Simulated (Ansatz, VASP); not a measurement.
**KF in VASP and in Ansatz**

The input INCAR:

```
SYSTEM = KF
ALGO = Normal
EDIFF = 1E-8
ENCUT = 520
GGA = PE
ISIF = 2
ISMEAR = -1
IVDW = 13
LASPH = .TRUE.
LCHARG = .FALSE.
LEFG = .TRUE.
LREAL = .FALSE.
LWAVE = .FALSE.
NBANDS = 15
NELM = 80
PREC = Accurate
SIGMA = 0.08
```

File KPOINTS:

```
k-points
0
G
  16 16 16
  0 0 0
```

POSCAR

```
KF
1.0
    0.0000000000      2.7098876288      2.7098876288
    2.7098876288      0.0000000000      2.7098876288
    2.7098876288      2.7098876288      0.0000000000
K F
1 1
Direct
    0.0221411395      0.0221411395     -0.0221411395
    0.5000000000      0.5000000000      0.5000000000
```

Input for Ansatz:

```yaml
crystal:
  lattice:
    - [0.0, 2.7098876288, 2.7098876288]
    - [2.7098876288, 0.0, 2.7098876288]
    - [2.7098876288, 2.7098876288, 0.0]
  atoms:
    - { symbol: K, position: [0.0221411395, 0.0221411395, -0.0221411395] }
    - { symbol: F, position: [0.5, 0.5, 0.5] }
kpoints:
  mp_grid: { grid: [16, 16, 16] }
scf:
  occupations: { method: fermi_dirac, width: 0.08 }
hamiltonian:
  xc: pbe
  pseudopotentials: { kind: all_electron, datasets: crystal }
  dispersion: d4
output:
  forces: true
  stress: true
  eigenvalues: true
  efg: { contact_densities: true }
```

Alike in both runs: task electric field gradients; functional PBE; dispersion D4; k mesh 16 × 16 × 16; occupations fermi-dirac, width 0.08 eV; no spin polarisation.

```csv
,VASP,Ansatz
version,VASP 6.6.1,Ansatz 0.2.0
potentials or method,"VASP PAW PBE potentials, release 64 (K_sv, F), cutoff 520 eV","all-electron PAW with datasets made for the crystal, scalar-relativistic"
```

VASP gave:

```
gap on the k mesh at the Fermi level (eV)                     : 5.95
pressure (GPa)                                                : -0.3
traceless stress, the component that is largest in VASP (GPa) : 0.43
rms of the force components (eV/Å)                            : 0.098
```

Task: Which values does Ansatz return?

Result: gap on the k mesh at the Fermi level (eV): 5.96; pressure (GPa): -0.4; traceless stress, the component that is largest in VASP (GPa): 0.41; rms of the force components (eV/Å): 0.094.

Atom by atom the forces differ by 0.004 eV/Å (rms over components). Ansatz ran all-electron here, and VASP with PAW potentials.
